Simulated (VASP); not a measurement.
# TiC (rocksalt type) (Fm-3m) in VASP: further runs

The runs below take TiC (rocksalt type) through single point, with LDA.

Everything below comes from runs of VASP 6.6.1. Logs are shortened: lines on timing, memory, paths and dates and some standing lists are left out, and cuts for length are marked.

## 1. The cell of the first run

The structure is cubic, space group Fm-3m (No. 225). The conventional cell has a = 3.491 Å, b = 3.491 Å, c = 3.491 Å, α = 90.00°, β = 90.00°, γ = 90.00°. Within 2.3 Å of Ti (site symmetry m-3m) lie 6 C at 1.75 Å. C (site symmetry m-3m) has 6 Ti at 1.75 Å within 2.3 Å.

## 2. Single point, LDA (volume scaled by 0.55)

Contents of INCAR:

```
PREC = Accurate ; ENCUT = 520
EDIFF = 1E-7 ; ISMEAR = -1
SIGMA = 0.08 ; LREAL = False
LASPH = True ; NELM = 80
ALGO = Normal ; ISIF = 2
LWAVE = False ; LCHARG = False
GGA = CA ; NBANDS = 15
```

Contents of KPOINTS:

```
Automatic mesh
0
Gamma
  17 17 17
```

Contents of POSCAR:

```
TiC
1.0
    0.0000000000      1.7455225353      1.7455225353
    1.7455225353      0.0000000000      1.7455225353
    1.7455225353      1.7455225353      0.0000000000
Ti C
1 1
Direct
    0.0000000000      0.0000000000      0.0000000000
    0.5000000000      0.5000000000      0.5000000000
```

Potentials or basis: VASP PAW LDA potentials, release 64 (Ti_sv, C).

On the command line:

```console
$ cat potpaw_LDA.64/Ti_sv/POTCAR potpaw_LDA.64/C/POTCAR > POTCAR
$ mpirun -np 1 vasp_std > vasp.out
```

OUTCAR:

```text
PREC = Accurate
   ENCUT = 520
   EDIFF = 1E-7
   ISMEAR = -1
   LREAL = False
   LASPH = True
   NELM = 80
   ISIF = 2
   GGA = CA

 ion  position               nearest neighbor table
   1  0.000  0.000  0.000-   2 1.75   2 1.75   2 1.75   2 1.75   2 1.75   2 1.75
   2  0.500  0.500  0.500-   1 1.75   1 1.75   1 1.75   1 1.75   1 1.75   1 1.75

  LATTYP: Found a face centered cubic cell.
 ALAT       =     3.4910450706

  Lattice vectors:

 A1 = (   0.0000000000,   1.7455225353,   1.7455225353)
 A2 = (   1.7455225353,   0.0000000000,   1.7455225353)
 A3 = (   1.7455225353,   1.7455225353,   0.0000000000)

Analysis of symmetry for initial positions (statically):
=====================================================================
 Subroutine PRICEL returns:
 Original cell was already a primitive cell.

 Routine SETGRP: Setting up the symmetry group for a
 face centered cubic supercell.

 Subroutine GETGRP returns: Found 48 space group operations
 (whereof 48 operations were pure point group operations)
 out of a pool of 48 trial point group operations.

The static configuration has the point symmetry O_h .

Analysis of symmetry for dynamics (positions and initial velocities):
=====================================================================
 Subroutine PRICEL returns:
 Original cell was already a primitive cell.

 Routine SETGRP: Setting up the symmetry group for a
 face centered cubic supercell.

 Subroutine GETGRP returns: Found 48 space group operations
 (whereof 48 operations were pure point group operations)
 out of a pool of 48 trial point group operations.

The dynamic configuration has the point symmetry O_h .

 Subroutine INISYM returns: Found 48 space group operations
 (whereof 48 operations are pure point group operations),
 and found     1 'primitive' translations

----------------------------------------------------------------------------------------

                                     Primitive cell

  volume of cell :      10.6367

  direct lattice vectors                    reciprocal lattice vectors
     0.000000000  1.745522535  1.745522535    -0.286447175  0.286447175  0.286447175
     1.745522535  0.000000000  1.745522535     0.286447175 -0.286447175  0.286447175
     1.745522535  1.745522535  0.000000000     0.286447175  0.286447175 -0.286447175

  length of vectors
     2.468541643  2.468541643  2.468541643     0.496141062  0.496141062  0.496141062

  position of ions in fractional coordinates (direct lattice)
     0.000000000  0.000000000  0.000000000
     0.500000000  0.500000000  0.500000000

  ion indices of the primitive-cell ions
   primitive index   ion index
                 1           1
                 2           2

----------------------------------------------------------------------------------------

 KPOINTS: Automatic mesh

Automatic generation of k-mesh.
 Grid dimensions read from file:
 generate k-points for:   17   17   17

 Generating k-lattice:

  Cartesian coordinates                     Fractional coordinates (reciprocal lattice)
    -0.016849834  0.016849834  0.016849834     0.058823529  0.000000000  0.000000000
     0.016849834 -0.016849834  0.016849834     0.000000000  0.058823529  0.000000000
     0.016849834  0.016849834 -0.016849834     0.000000000  0.000000000  0.058823529

  Length of vectors
     0.029184768  0.029184768  0.029184768

  Shift w.r.t. Gamma in fractional coordinates (k-lattice)
     0.000000000  0.000000000  0.000000000

 Subroutine IBZKPT returns following result:
 ===========================================

 Found    165 irreducible k-points:

 Following reciprocal coordinates:
            Coordinates               Weight
  0.000000  0.000000  0.000000      1.000000
  0.058824  0.000000  0.000000      8.000000
  0.117647  0.000000  0.000000      8.000000
  0.176471  0.000000  0.000000      8.000000
  0.235294  0.000000  0.000000      8.000000
  0.294118  0.000000  0.000000      8.000000
[... 16 lines left out ...]
 -0.176471  0.058824  0.000000     24.000000
 -0.117647  0.058824  0.000000     24.000000
 [... further k-points ...]
   k-points           NKPTS =    165   k-points in BZ     NKDIM =    165   number of bands    NBANDS=     15
   number of dos      NEDOS =    301   number of ions     NIONS =      2
   total plane-waves  NPLWV =   5832
   dimension x,y,z NGX =    18 NGY =   18 NGZ =   18
   dimension x,y,z NGXF=    36 NGYF=   36 NGZF=   36
   ions per type =               1   1
   NGX,Y,Z   is equivalent  to a cutoff of  12.12, 12.12, 12.12 a.u.
   NGXF,Y,Z  is equivalent  to a cutoff of  24.24, 24.24, 24.24 a.u.
 SYSTEM =  unknown system
   PREC   = accura    normal or accurate (medium, high low for compatibility)
   ISTART =      0    job   : 0-new  1-cont  2-samecut
   ICHARG =      2    charge: 1-file 2-atom 10-const
   ISPIN  =      1    spin polarized calculation?
   LNONCOLLINEAR =      F non collinear calculations
   LSORBIT =      F    spin-orbit coupling
   LASPH  =      T    aspherical Exc in radial PAW
   ENCUT  =  520.0 eV  38.22 Ry    6.18 a.u.   4.59  4.59  4.59*2*pi/ulx,y,z
   NELM   =     80;   NELMIN=  2; NELMDL= -5     # of ELM steps
   EDIFF  = 0.1E-06   stopping-criterion for ELM
   LREAL  =      F    real-space projection
   EDIFFG = 0.1E-05   stopping-criterion for IOM
   NSW    =      0    number of steps for IOM
   IBRION =     -1    ionic relax: 0-MD 1-quasi-New 2-CG
   NFREE  =      0    steps in history (QN), initial steepest desc. (CG)
   ISIF   =      2    stress and relaxation
   ISYM   =      2    0-nonsym 1-usesym 2-fastsym
   POTIM  = 0.5000    time-step for ionic-motion
   TEBEG  =    0.0;   TEEND  =   0.0 temperature during run
   PSTRESS=    0.0 pullay stress
   NELECT =      16.0000    total number of electrons
   NUPDOWN=      -1.0000    fix difference up-down
   EMIN   =  10.00;   EMAX   =-10.00  energy-range for DOS
   EFERMI =   0.00;   METHOD = LEGACY
   ISMEAR =    -1;   SIGMA  =   0.08  broadening in eV -4-tet -1-fermi 0-gaus
   EFERMI_NEDOS =   21; number of points for ismear=-14 and -15
   IALGO  =     38    algorithm
   IMIX   =      4    mixing-type and parameters
     AMIX     =   0.40;   BMIX     =  1.00
     AMIX_MAG =   1.60;   BMIX_MAG =  1.00
  volume/ion in A,a.u.               =       5.32        35.89
  Fermi-wavevector in a.u.,A,eV,Ry     =   1.875769  3.544690 47.872229  3.518510
  Thomas-Fermi vector in A             =   2.920408
   LORBIT       =      0    0 simple, 1 ext, 2 COOP (PROOUT), +10 PAW based schemes
   GGA     = CA    functional components
   LHFCALC =     F    Hartree Fock is set to
   AEXX    =    0.0000 exact exchange contribution
   IVDW    =     0    specifies the selected vdW correction
   LEPSILON=     F    determine dielectric tensor
   LRPA    =     F    only Hartree local field effects (RPA)
 non-spin polarized calculation
  energy-cutoff  :      520.00
  volume of cell :       10.64
 maximum number of plane-waves:       298
   NGX =  9   NGY =  9   NGZ =  9

 number of electron      16.0000000 magnetization

 Free energy of the ion-electron system (eV)
  ---------------------------------------------------
  ext. energy  EPLUGINS =         0.00000000
  ---------------------------------------------------
  free energy    TOTEN  =       -11.64649538 eV

  energy without entropy =      -11.64222442  energy(sigma->0) =      -11.64435990

 E-fermi :  19.0761     XC(G=0): -16.6262

 val. band max:       19.0609687783   @ k =   0.2941   0.2353   0.0588
 cond. band min:      19.1142701014   @ k =   0.2353   0.1765   0.0588
 fundamental gap:      0.0533013231
 Fermi energy:        19.0761330166

 k-point     1 :       0.0000    0.0000    0.0000
  band No.  band energies     occupation
      1     -36.2257      2.00000
      2     -10.9815      2.00000
      3     -10.9815      2.00000
      4     -10.9815      2.00000
      5       4.8356      2.00000
      6      19.1789      0.43341
      7      19.1789      0.43341
      8      19.1789      0.43341
      9      21.5715      0.00000
     10      21.5715      0.00000
     11      21.5715      0.00000
     12      21.9758      0.00000
     13      21.9758      0.00000
     14      35.4194      0.00000
     15      41.8143      0.00000

 k-point     2 :       0.0588    0.0000    0.0000
  band No.  band energies     occupation
      1     -36.1942      2.00000
      2     -11.1454      2.00000
      3     -10.9915      2.00000
      4     -10.9915      2.00000
      5       5.0407      2.00000
      6      18.6209      1.99327
      7      19.0501      1.16110
      8      19.0501      1.16110
      9      20.2991      0.00000
     10      20.2991      0.00000
     11      21.9639      0.00000
     12      23.6507      0.00000
     13      23.6507      0.00000
     14      35.7637      0.00000
     15      41.8743      0.00000

 k-point     3 :       0.1176    0.0000    0.0000
  band No.  band energies     occupation
      1     -36.1031      2.00000
      2     -11.5992      2.00000
      3     -11.0199      2.00000
      4     -11.0199      2.00000
      5       5.6115      2.00000
      6      17.5135      2.00000
      7      17.9989      2.00000
      8      17.9989      2.00000
      9      20.1586      0.00000
     10      20.1586      0.00000
     11      22.6389      0.00000
     12      25.6465      0.00000
     13      25.6465      0.00000
     14      36.6816      0.00000
     15      41.9615      0.00000

 k-point     4 :       0.1765    0.0000    0.0000
  band No.  band energies     occupation
      1     -35.9618      2.00000
      2     -12.2488      2.00000
      3     -11.0623      2.00000
      4     -11.0623      2.00000
      5       6.4355      2.00000
      6      16.3322      2.00000
      7      16.6574      2.00000
      8      16.6574      2.00000
      9      20.7269      0.00000
     10      20.7269      0.00000
     11      23.2884      0.00000
     12      27.7016      0.00000
     13      27.7016      0.00000
     14      37.7556      0.00000
     15      41.9411      0.00000
[... 307 lines left out ...]
 k-point    22 :      -0.2353    0.0588    0.0000
  band No.  band energies     occupation
      1     -35.7019      2.00000
      2     -13.2309      2.00000
      3     -11.3165      2.00000
      4     -11.0595      2.00000
      5       7.8148      2.00000
      6      14.5536      2.00000
      7      14.7770      2.00000
      8      15.6006      2.00000
      9      21.3482      0.00000
     10      22.4903      0.00000
     11      24.4736      0.00000
     12      29.4317      0.00000
     13      31.4188      0.00000
     14      37.8935      0.00000
     15      42.2360      0.00000

 k-point    23 :      -0.1765    0.0588    0.0000
  band No.  band energies     occupation
      1     -35.8819      2.00000
      2     -12.5145      2.00000
      3     -11.2486      2.00000
      4     -11.0116      2.00000
      5       6.8857      2.00000
      6      15.7088      2.00000
      7      15.8248      2.00000
      8      16.4734      2.00000
      9      20.4822      0.00000
     10      21.7423      0.00000
     11      23.7696      0.00000
     12      27.4840      0.00000
     13      29.4939      0.00000
     14      38.2054      0.00000
     15      41.8165      0.00000

 k-point    24 :      -0.1176    0.0588    0.0000
  band No.  band energies     occupation
      1     -36.0348      2.00000
      2     -11.8545      2.00000
      3     -11.1701      2.00000
      4     -10.9818      2.00000
      5       6.0223      2.00000
      6      16.9729      2.00000
      7      17.0931      2.00000
      8      17.4069      2.00000
      9      19.8126      0.00020
     10      21.1992      0.00000
     11      23.1149      0.00000
     12      25.5907      0.00000
     13      27.4887      0.00000
     14      37.3006      0.00000
     15      41.9549      0.00000

 [... further k-points ...]
[... 5 lines left out ...]
  --------------------------------------------------------------------------------------
  -------------------------------------------------------------------------------------
  Total       34.7151842     34.7151842     34.7151842      0.0000000     -0.0000000     -0.0000000
  in kB     5229.0606621   5229.0606621   5229.0606621      0.0000000     -0.0000000     -0.0000000
  external PRESSURE =    5229.0606621 kB  Pullay stress =       0.0000000 kB

 VOLUME and BASIS-vectors are now :
 -----------------------------------------------------------------------------
  energy-cutoff  :      520.00
  volume of cell :       10.64
      direct lattice vectors                 reciprocal lattice vectors
     0.000000000  1.745522535  1.745522535    -0.286447175  0.286447175  0.286447175
     1.745522535  0.000000000  1.745522535     0.286447175 -0.286447175  0.286447175
     1.745522535  1.745522535  0.000000000     0.286447175  0.286447175 -0.286447175

 POSITION                                       TOTAL-FORCE (eV/Angst)
 -----------------------------------------------------------------------------------
      0.00000      0.00000      0.00000         0.000000     -0.000000      0.000000
      1.74552      1.74552      1.74552        -0.000000      0.000000     -0.000000
 -----------------------------------------------------------------------------------
    total drift:                               -0.000000      0.000000      0.000000

  FREE ENERGIE OF THE ION-ELECTRON SYSTEM (eV)
  ---------------------------------------------------
  free  energy   TOTEN  =       -11.6464953822 eV

  energy  without entropy=      -11.6422244247  energy(sigma->0) =      -11.64435990
```

Run time: 19 s. Hardware: 1 thread of Intel Xeon 6975P-C, shared host; peak memory 0.14 GiB.

Results:

```yaml
Free_energy: -11.6465 eV
Pressure: 522.9 GPa
Band_gap_on_the_k_mesh: zero (band 8 reaches 20.53 eV, above the bottom of band 9 at 18.38 eV)
```

Levels at points of the mesh, in eV from the Fermi level:
| k point | band 4 | band 5 | band 6 | band 7 | band 8 | band 9 | band 10 | band 11 | band 12 | band 13 |
| --- | --- | --- | --- | --- | --- | --- | --- | --- | --- | --- |
| (0.00, 0.00, 0.00) | -30.06 | -14.24 | 0.10 | 0.10 | 0.10 | 2.50 | 2.50 | 2.50 | 2.90 | 2.90 |

## 3. Single point, LDA (volume scaled by 0.55)

Contents of INCAR:

```
PREC     = Accurate       # precision mode
ENCUT    = 520            # plane-wave cutoff, eV
EDIFF    = 1E-7           # SCF threshold, eV
ISMEAR   = -1             # smearing method
SIGMA    = 0.08           # smearing width, eV
LREAL    = F              # projectors in reciprocal space
LASPH    = T              # aspherical terms in the spheres
NELM     = 100            # most SCF steps
ALGO     = Normal         # electronic algorithm
ISIF     = 2              # what is computed and relaxed
LWAVE    = F              # write WAVECAR
LCHARG   = F              # write CHGCAR
NBANDS   = 15             # bands
```

KPOINTS is that of step 2.

POSCAR is that of step 2.

Potentials or basis: VASP PAW LDA potentials, release 64 (Ti_sv, C).

On the command line:

```console
$ cat potpaw_LDA.64/Ti_sv/POTCAR potpaw_LDA.64/C/POTCAR > POTCAR
$ mpirun -np 1 vasp_std > vasp.out
```

Run time: 22 s. Hardware: 1 thread of Intel Xeon 6975P-C, shared host; peak memory 0.13 GiB.

It converged, with:

```
Free energy            : -11.6465 eV
Pressure               : 522.9 GPa
Band gap on the k mesh : zero (band 8 reaches 20.53 eV, above the bottom of band 9 at 18.38 eV)
```

Levels at points of the mesh, in eV from the Fermi level:
| k point | band 4 | band 5 | band 6 | band 7 | band 8 | band 9 | band 10 | band 11 | band 12 | band 13 |
| --- | --- | --- | --- | --- | --- | --- | --- | --- | --- | --- |
| (0.00, 0.00, 0.00) | -30.06 | -14.24 | 0.10 | 0.10 | 0.10 | 2.50 | 2.50 | 2.50 | 2.90 | 2.90 |

(Part 1 of 2 ends here.)
